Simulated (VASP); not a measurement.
# MgS (l.bB): single point with LDA

MgS (l.bB):

```
Mg S
1.0
     0.00000    2.56485    2.56485
     2.56485    0.00000    2.56485
     2.56485    2.56485    0.00000
Mg S
1 1
Direct
  0.00000 0.00000 0.00000
  0.50000 0.50000 0.50000
```

| Quantity | Value |
| --- | --- |
| Program | VASP 6.6.1 |
| Task | single point |
| Functional | LDA |
| Potentials or basis | VASP PAW LDA potentials, release 64 (Mg, S) |
| Cutoff | 600 eV |
| k mesh | 8 × 8 × 8 |
| Occupations | gaussian, width 0.02 eV |
| Spin | no spin polarisation |

```json
{
 "Pressure": "-0.6 GPa",
 "Band gap on the k mesh": "2.65 eV, indirect (least direct gap 3.84 eV)"
}
```

Levels at points of the mesh, in eV from the valence-band top:
| k point | band 1 | band 2 | band 3 | band 4 | band 5 | band 6 | band 7 | band 8 | band 9 |
| --- | --- | --- | --- | --- | --- | --- | --- | --- | --- |
| (0.00, 0.00, 0.00) | -12.89 | 0.00 | 0.00 | 0.00 | 3.84 | 7.81 | 7.81 | 7.81 | 10.31 |
| (0.50, 0.00, 0.00) | -11.44 | -5.14 | -0.64 | -0.64 | 4.44 | 6.79 | 6.79 | 10.30 | 12.19 |
| (0.50, 0.50, 0.00) | -11.03 | -4.48 | -1.81 | -1.81 | 2.65 | 4.12 | 12.22 | 12.88 | 13.53 |

It took 7.7 s on 1 thread of AMD EPYC 9R45 96-Core Processor (Zen 5), on a shared host, peak memory 0.12 GiB.

A k mesh can miss the band edges. A hybrid or GW would open this gap; LDA tends to underestimate it.
